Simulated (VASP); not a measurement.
# MoS2 (P6_3/mmc) in VASP: notebook

The runs below take MoS2 through single point, relaxation of cell and atoms, with PBE+D3(BJ).

Program: VASP 6.6.1. These are calculated values, not measurements. Logs are shortened: lines on timing, memory, paths and dates and some standing lists are left out, and cuts for length are marked.

**1. The cell of the first run**

Symmetry: P6_3/mmc, No. 194, hexagonal system. The conventional cell has a = 3.149 Å, b = 3.149 Å, c = 12.089 Å, α = 90.00°, β = 90.00°, γ = 120.00°. Within 3.2 Å of Mo (site symmetry -6m2) lie 6 S at 2.40 Å and 6 Mo at 3.15 Å. Within 3.2 Å of S (site symmetry 3m) lie 3 Mo at 2.40 Å and 7 S at 3.13 to 3.15 Å.

**2. Single point, PBE+D3(BJ)**

INCAR reads:

```
PREC     = Accurate       # precision mode
ENCUT    = 520            # plane-wave cutoff, eV
EDIFF    = 1E-6           # SCF threshold, eV
ISMEAR   = -1             # smearing method
SIGMA    = 0.02           # smearing width, eV
LREAL    = F              # projectors in reciprocal space
LASPH    = T              # aspherical terms in the spheres
NELM     = 100            # most SCF steps
ALGO     = Normal         # electronic algorithm
ISIF     = 2              # what is computed and relaxed
LWAVE    = F              # write WAVECAR
LCHARG   = T              # write CHGCAR
GGA      = PE             # functional
IVDW     = 12             # dispersion correction
LELF     = T              # ELF
LVHAR    = T            
NBANDS   = 35             # bands
```

KPOINTS reads:

```
Automatic mesh
0
Gamma
  12 12 2
```

POSCAR reads:

```
MoS2
1.0
    3.1491490723      0.0000000000      0.0000000000
   -1.5745745361      2.7272430969      0.0000000000
    0.0000000000      0.0000000000     12.0886643159
Mo S
2 4
Direct
    0.3333333333      0.6666666667      0.2500000000
    0.6666666667      0.3333333333      0.7500000000
    0.6666666667      0.3333333333      0.3795281438
    0.6666666667      0.3333333333      0.1204718562
    0.3333333333      0.6666666667      0.8795281438
    0.3333333333      0.6666666667      0.6204718562
```

Potentials or basis: VASP PAW PBE potentials, release 64 (Mo_sv, S).

Run with:

```console
$ cat potpaw_PBE.64/Mo_sv/POTCAR potpaw_PBE.64/S/POTCAR > POTCAR
$ mpirun -np 1 vasp_std > vasp.out
```

OUTCAR:

```text
PREC = Accurate
   ENCUT = 520
   EDIFF = 1E-6
   ISMEAR = -1
   LREAL = F
   LASPH = T
   NELM = 100
   ISIF = 2
   GGA = PE
   IVDW = 12
 IVDW          = 12

 ion  position               nearest neighbor table
   1  0.333  0.667  0.250-   3 2.40   4 2.40   3 2.40   4 2.40   3 2.40   4 2.40
   2  0.667  0.333  0.750-   5 2.40   6 2.40   5 2.40   6 2.40   5 2.40   6 2.40
   3  0.667  0.333  0.380-   1 2.40   1 2.40   1 2.40
   4  0.667  0.333  0.120-   1 2.40   1 2.40   1 2.40
   5  0.333  0.667  0.880-   2 2.40   2 2.40   2 2.40
   6  0.333  0.667  0.620-   2 2.40   2 2.40   2 2.40

  LATTYP: Found a hexagonal cell.
 ALAT       =     3.1491490723
 C/A-ratio  =     3.8387081838

  Lattice vectors:

 A1 = (   3.1491490723,   0.0000000000,   0.0000000000)
 A2 = (  -1.5745745361,   2.7272430969,   0.0000000000)
 A3 = (   0.0000000000,   0.0000000000,  12.0886643159)

Analysis of symmetry for initial positions (statically):
=====================================================================
 Subroutine PRICEL returns:
 Original cell was already a primitive cell.

 Routine SETGRP: Setting up the symmetry group for a
 hexagonal supercell.

 Subroutine GETGRP returns: Found 24 space group operations
 (whereof 12 operations were pure point group operations)
 out of a pool of 24 trial point group operations.

The static configuration has the point symmetry D_3d.
 The point group associated with its full space group is D_6h.

Analysis of symmetry for dynamics (positions and initial velocities):
=====================================================================
 Subroutine PRICEL returns:
 Original cell was already a primitive cell.

 Routine SETGRP: Setting up the symmetry group for a
 hexagonal supercell.

 Subroutine GETGRP returns: Found 24 space group operations
 (whereof 12 operations were pure point group operations)
 out of a pool of 24 trial point group operations.

The dynamic configuration has the point symmetry D_3d.
 The point group associated with its full space group is D_6h.

 Subroutine INISYM returns: Found 24 space group operations
 (whereof 12 operations are pure point group operations),
 and found     1 'primitive' translations

----------------------------------------------------------------------------------------

                                     Primitive cell

  volume of cell :     103.8234

  direct lattice vectors                    reciprocal lattice vectors
     3.149149072  0.000000000  0.000000000     0.317546098  0.183335325  0.000000000
    -1.574574536  2.727243097  0.000000000     0.000000000  0.366670650  0.000000000
     0.000000000  0.000000000 12.088664316     0.000000000  0.000000000  0.082722125

  length of vectors
     3.149149072  3.149149072 12.088664316     0.366670650  0.366670650  0.082722125

  position of ions in fractional coordinates (direct lattice)
     0.333333333  0.666666667  0.250000000
     0.666666667  0.333333333  0.750000000
     0.666666667  0.333333333  0.379528144
     0.666666667  0.333333333  0.120471856
     0.333333333  0.666666667  0.879528144
     0.333333333  0.666666667  0.620471856

  ion indices of the primitive-cell ions
   primitive index   ion index
                 1           1
                 2           2
                 3           3
                 4           4
                 5           5
                 6           6

----------------------------------------------------------------------------------------

 KPOINTS: Automatic mesh

Automatic generation of k-mesh.
 Grid dimensions read from file:
 generate k-points for:   12   12    2

 Generating k-lattice:

  Cartesian coordinates                     Fractional coordinates (reciprocal lattice)
     0.026462175  0.015277944  0.000000000     0.083333333 -0.000000000  0.000000000
     0.000000000  0.030555888  0.000000000     0.000000000  0.083333333  0.000000000
     0.000000000  0.000000000  0.041361062     0.000000000  0.000000000  0.500000000

  Length of vectors
     0.030555888  0.030555888  0.041361062

  Shift w.r.t. Gamma in fractional coordinates (k-lattice)
     0.000000000  0.000000000  0.000000000

 Subroutine IBZKPT returns following result:
 ===========================================

 Found     38 irreducible k-points:

 Following reciprocal coordinates:
            Coordinates               Weight
  0.000000  0.000000  0.000000      1.000000
  0.083333 -0.000000  0.000000      6.000000
  0.166667  0.000000  0.000000      6.000000
  0.250000  0.000000  0.000000      6.000000
  0.333333  0.000000  0.000000      6.000000
  0.416667  0.000000  0.000000      6.000000
[... 16 lines left out ...]
  0.250000  0.000000  0.500000      6.000000
  0.333333  0.000000  0.500000      6.000000
 [... further k-points ...]
   k-points           NKPTS =     38   k-points in BZ     NKDIM =     38   number of bands    NBANDS=     35
   number of dos      NEDOS =    301   number of ions     NIONS =      6
   total plane-waves  NPLWV =  51840
   dimension x,y,z NGX =    24 NGY =   24 NGZ =   90
   dimension x,y,z NGXF=    48 NGYF=   48 NGZF=  180
   ions per type =               2   4
   NGX,Y,Z   is equivalent  to a cutoff of  12.67, 12.67, 12.38 a.u.
   NGXF,Y,Z  is equivalent  to a cutoff of  25.34, 25.34, 24.75 a.u.
 SYSTEM =  unknown system
   PREC   = accura    normal or accurate (medium, high low for compatibility)
   ISTART =      0    job   : 0-new  1-cont  2-samecut
   ICHARG =      2    charge: 1-file 2-atom 10-const
   ISPIN  =      1    spin polarized calculation?
   LNONCOLLINEAR =      F non collinear calculations
   LSORBIT =      F    spin-orbit coupling
   LASPH  =      T    aspherical Exc in radial PAW
   ENCUT  =  520.0 eV  38.22 Ry    6.18 a.u.   5.86  5.86 22.48*2*pi/ulx,y,z
   NELM   =    100;   NELMIN=  2; NELMDL= -5     # of ELM steps
   EDIFF  = 0.1E-05   stopping-criterion for ELM
   LREAL  =      F    real-space projection
   EDIFFG = 0.1E-04   stopping-criterion for IOM
   NSW    =      0    number of steps for IOM
   IBRION =     -1    ionic relax: 0-MD 1-quasi-New 2-CG
   NFREE  =      0    steps in history (QN), initial steepest desc. (CG)
   ISIF   =      2    stress and relaxation
   ISYM   =      2    0-nonsym 1-usesym 2-fastsym
   POTIM  = 0.5000    time-step for ionic-motion
   TEBEG  =    0.0;   TEEND  =   0.0 temperature during run
   PSTRESS=    0.0 pullay stress
   NELECT =      52.0000    total number of electrons
   NUPDOWN=      -1.0000    fix difference up-down
   EMIN   =  10.00;   EMAX   =-10.00  energy-range for DOS
   EFERMI =   0.00;   METHOD = LEGACY
   ISMEAR =    -1;   SIGMA  =   0.02  broadening in eV -4-tet -1-fermi 0-gaus
   EFERMI_NEDOS =   21; number of points for ismear=-14 and -15
   IALGO  =     38    algorithm
   IMIX   =      4    mixing-type and parameters
     AMIX     =   0.40;   BMIX     =  1.00
     AMIX_MAG =   1.60;   BMIX_MAG =  1.00
  volume/ion in A,a.u.               =      17.30       116.77
  Fermi-wavevector in a.u.,A,eV,Ry     =   1.300102  2.456837 22.997460  1.690266
  Thomas-Fermi vector in A             =   2.431323
   LORBIT       =      0    0 simple, 1 ext, 2 COOP (PROOUT), +10 PAW based schemes
   GGA     = PE    functional components
   LHFCALC =     F    Hartree Fock is set to
   AEXX    =    0.0000 exact exchange contribution
   IVDW    =    12    specifies the selected vdW correction
   LEPSILON=     F    determine dielectric tensor
   LRPA    =     F    only Hartree local field effects (RPA)
 non-spin polarized calculation
  energy-cutoff  :      520.00
  volume of cell :      103.82
 maximum number of plane-waves:      2820
 NGX is ok and might be reduce to    24
   NGX = 11   NGY = 11   NGZ = 45

 number of electron      52.0000003 magnetization

 Free energy of the ion-electron system (eV)
  ---------------------------------------------------
  ext. energy  EPLUGINS =         0.00000000
  ---------------------------------------------------
  free energy    TOTEN  =       -43.54447445 eV

  energy without entropy =      -43.54447445  energy(sigma->0) =      -43.54447445

 E-fermi :   8.3467     XC(G=0): -11.0161

 val. band max:        7.9500956157   @ k =   0.0000   0.0000   0.0000
 cond. band min:       8.7495931572   @ k =   0.1667   0.1667   0.0000
 fundamental gap:      0.7994975414
 Fermi energy:         8.3466613142

 k-point     1 :       0.0000    0.0000    0.0000
  band No.  band energies     occupation
      1     -53.5879      2.00000
      2     -53.5879      2.00000
      3     -27.7518      2.00000
      4     -27.7517      2.00000
      5     -27.5101      2.00000
      6     -27.5101      2.00000
[... 27 lines left out ...]
     34      10.4047      0.00000
     35      13.5899      0.00000

 k-point     2 :       0.0833   -0.0000    0.0000
  band No.  band energies     occupation
      1     -53.5850      2.00000
      2     -53.5850      2.00000
      3     -27.7462      2.00000
      4     -27.7461      2.00000
      5     -27.5387      2.00000
      6     -27.5386      2.00000
[... 27 lines left out ...]
     34      10.2989      0.00000
     35      14.0894      0.00000

 k-point     3 :       0.1667    0.0000    0.0000
  band No.  band energies     occupation
      1     -53.5772      2.00000
      2     -53.5772      2.00000
      3     -27.7308      2.00000
      4     -27.7307      2.00000
      5     -27.6159      2.00000
      6     -27.6159      2.00000
[... 27 lines left out ...]
     34      10.7497      0.00000
     35      15.1592      0.00000
[... 723 lines left out ...]
 k-point    23 :       0.2500    0.0000    0.5000
  band No.  band energies     occupation
      1     -53.5664      2.00000
      2     -53.5664      2.00000
      3     -27.7200      2.00000
      4     -27.7200      2.00000
      5     -27.7098      2.00000
      6     -27.7098      2.00000
[... 27 lines left out ...]
     34      11.1005      0.00000
     35      15.3167      0.00000

 k-point    24 :       0.3333    0.0000    0.5000
  band No.  band energies     occupation
      1     -53.5556      2.00000
      2     -53.5556      2.00000
      3     -27.8224      2.00000
      4     -27.8224      2.00000
      5     -27.6887      2.00000
      6     -27.6887      2.00000
[... 27 lines left out ...]
     34      11.3965      0.00000
     35      14.5810      0.00000

 [... further k-points ...]

------------------------ aborting loop because EDIFF is reached ----------------------------------------

 Edisp (eV)   -2.62568

 E8    (eV) :    -1.0587

  FORCE on cell =-STRESS in cart. coord.  units (eV):
  Direction    XX          YY          ZZ          XY          YZ          ZX
  --------------------------------------------------------------------------------------
  -------------------------------------------------------------------------------------
  Total      -0.07110    -0.07110    -0.11053    -0.00000     0.00000     0.00000
  in kB      -1.09721    -1.09721    -1.70559    -0.00000     0.00000     0.00000
  external pressure =       -1.30 kB  Pullay stress =        0.00 kB

 VOLUME and BASIS-vectors are now :
 -----------------------------------------------------------------------------
  energy-cutoff  :      520.00
  volume of cell :      103.82
      direct lattice vectors                 reciprocal lattice vectors
     3.149149072  0.000000000  0.000000000     0.317546098  0.183335325  0.000000000
    -1.574574536  2.727243097  0.000000000     0.000000000  0.366670650  0.000000000
     0.000000000  0.000000000 12.088664316     0.000000000  0.000000000  0.082722125

 POSITION                                       TOTAL-FORCE (eV/Angst)
 -----------------------------------------------------------------------------------
     -0.00000      1.81816      3.02217         0.000000     -0.000000      0.000000
      1.57457      0.90908      9.06650        -0.000000     -0.000000      0.000000
      1.57457      0.90908      4.58799        -0.000000      0.000000     -0.012656
      1.57457      0.90908      1.45634        -0.000000      0.000000      0.012656
     -0.00000      1.81816     10.63232         0.000000     -0.000000     -0.012656
     -0.00000      1.81816      7.50068         0.000000     -0.000000      0.012656
 -----------------------------------------------------------------------------------
    total drift:                               -0.000000      0.000000     -0.000000

  FREE ENERGIE OF THE ION-ELECTRON SYSTEM (eV)
  ---------------------------------------------------
  free  energy   TOTEN  =       -46.1701560704 eV

  energy  without entropy=      -46.1701560704  energy(sigma->0) =      -46.17015607
```

It took 78 s on 1 thread of Intel Xeon Platinum 8375C at 2.90GHz (Ice Lake), shared host; peak memory 0.28 GiB.

What came out:

* Free energy: -46.1702 eV
* Pressure: -0.1 GPa
* Largest force: 0.013 eV/Å
* Band gap on the k mesh: 0.80 eV, indirect (least direct gap 1.71 eV)
* Dispersion energy per atom: -0.438 eV

Forces on the atoms (eV/Å):
```
Mo   0.000  0.000  0.000
Mo   0.000  0.000  0.000
S    0.000  0.000 -0.013
S    0.000  0.000  0.013
S    0.000  0.000 -0.013
S    0.000  0.000  0.013
```

Levels at points of the mesh, in eV from the valence-band top:
```csv
k point,band 22,band 23,band 24,band 25,band 26,band 27,band 28,band 29,band 30,band 31
"(0.00, 0.00, 0.00)",-2.15,-2.15,-1.27,-1.11,0.00,2.09,2.09,2.13,2.13,2.23
"(0.50, 0.00, 0.00)",-2.55,-1.78,-1.52,-1.49,-1.33,1.62,1.68,1.99,2.31,2.83
"(0.00, 0.00, 0.50)",-2.18,-2.18,-2.18,-0.26,-0.26,2.10,2.10,2.10,2.10,2.36
"(0.50, 0.00, 0.50)",-2.74,-1.65,-1.65,-1.40,-1.40,1.65,1.65,2.17,2.17,3.23
```

**3. Relaxation of cell and atoms, PBE+D3(BJ)**

This run uses another cell than the first one, of 21.89 Å³/atom, 1.265 times its volume.

INCAR reads:

```
SYSTEM = MoS2
ALGO = Normal
EDIFF = 1E-6
EDIFFG = -0.005
ENCUT = 600
GGA = PE
IBRION = 2
ISIF = 3
ISMEAR = -1
IVDW = 12
LASPH = .TRUE.
LCHARG = .FALSE.
LREAL = .FALSE.
LWAVE = .FALSE.
NELM = 100
NSW = 80
PREC = Accurate
SIGMA = 0.02
```

KPOINTS reads:

```
k-points
0
G
  12 12 2
  0 0 0
```

POSCAR reads:

```
MoS2
1.0
    3.4681845800      0.0000000000      0.0000000000
   -1.7340922900      3.0035359513      0.0000000000
    0.0000000000      0.0000000000     12.6075179200
Mo S
2 4
Direct
    0.3333333333      0.6666666667      0.2500000000
    0.6666666667      0.3333333333      0.7500000000
    0.6666666667      0.3333333333      0.3842952269
    0.6666666667      0.3333333333      0.1157047731
    0.3333333333      0.6666666667      0.8842952269
    0.3333333333      0.6666666667      0.6157047731
```

Potentials or basis: VASP PAW PBE potentials, release 64 (Mo_sv, S).

Run with:

```console
$ cat potpaw_PBE.64/Mo_sv/POTCAR potpaw_PBE.64/S/POTCAR > POTCAR
$ mpirun -np 1 vasp_std > vasp.out
```

Run time: 22 min. Hardware: 1 thread of Intel Xeon Platinum 8375C at 2.90GHz (Ice Lake), shared host; peak memory 0.4 GiB.

Results (log left out):

```yaml
Free_energy: -46.1777 eV
Relaxed_volume: 17.31 Å³/atom
Relaxed_cell: a = 3.150 Å, b = 3.150 Å, c = 12.091 Å, α = 90.00°, β = 90.00°, γ = 120.00°
Space_group_after_relaxing_to_0.05_Å: P6_3/mmc (No. 194)
Energy_gained_by_relaxing: 489.0 meV/atom
Ionic_steps: 16
Pressure_after_relaxing: 0.0 GPa
Largest_force_after_relaxing: 0.004 eV/Å
Band_gap_on_the_k_mesh: 0.80 eV, indirect (least direct gap 1.70 eV)
Dispersion_energy_per_atom: -0.437 eV
```

Forces in eV/Å, atoms in the order of the input:
```
Mo   0.000  0.000  0.000
Mo   0.000  0.000  0.000
S    0.000  0.000  0.004
S    0.000  0.000 -0.004
S    0.000  0.000  0.004
S    0.000  0.000 -0.004
```

Stress tensor (GPa, compression positive):
```
-0.05  0.00  0.00
 0.00 -0.05  0.00
 0.00  0.00  0.03
```

Step by step:
```
step  energy change (eV)  largest force (eV/Å)  pressure (GPa)  volume (Å³)
   1              0.0000                2.8025          -23.51       131.33
   2              4.0167                9.7390           92.16        79.24
   3             -2.8036                0.0346           -3.76       106.09
   4             -2.8226                0.2732           -1.84       104.88
   5             -2.8254                0.4071           -0.75       104.24
   6             -2.9282                0.0792            0.37       102.07
   7             -2.9284                0.0574            0.33       102.17
   8             -2.9284                0.0484            0.30       102.21
   9             -2.9296                0.0947           -0.21       102.67
  10             -2.9297                0.1180           -0.45       102.90
  11             -2.9303                0.1071           -0.43       102.96
  12             -2.9317                0.0762           -0.28       103.14
  13             -2.9334                0.0135           -0.03       103.50
  14             -2.9321                0.1120            0.51       104.22
  15             -2.9337                0.0254            0.13       103.72
  16             -2.9337                0.0043           -0.02       103.88
```

Final structure:
```cif
data_structure
_symmetry_space_group_name_H-M 'P 1'
_symmetry_Int_Tables_number 1
_cell_length_a 3.1497
_cell_length_b 3.1497
_cell_length_c 12.0909
_cell_angle_alpha 90.000
_cell_angle_beta 90.000
_cell_angle_gamma 120.000
_cell_volume 103.88
loop_
_atom_site_label
_atom_site_type_symbol
_atom_site_fract_x
_atom_site_fract_y
_atom_site_fract_z
_atom_site_occupancy
Mo1 Mo 0.33333 0.66667 0.25000 1
Mo2 Mo 0.66667 0.33333 0.75000 1
S1 S 0.66667 0.33333 0.37941 1
S2 S 0.66667 0.33333 0.12059 1
S3 S 0.33333 0.66667 0.87941 1
S4 S 0.33333 0.66667 0.62059 1
```

Levels at points of the mesh, in eV from the valence-band top:
| k point | band 24 | band 25 | band 26 | band 27 | band 28 | band 29 |
| --- | --- | --- | --- | --- | --- | --- |
| (0.00, 0.00, 0.00) | -1.27 | -1.11 | 0.00 | 2.09 | 2.09 | 2.13 |
| (0.50, 0.00, 0.00) | -1.53 | -1.49 | -1.33 | 1.62 | 1.67 | 1.99 |
| (0.00, 0.00, 0.50) | -2.19 | -0.27 | -0.27 | 2.09 | 2.09 | 2.09 |
| (0.50, 0.00, 0.50) | -1.66 | -1.40 | -1.40 | 1.64 | 1.64 | 2.16 |

Caveat: the volume moved by over 15 % at a fixed basis, so the end points are rough. A k mesh can miss the band edges.
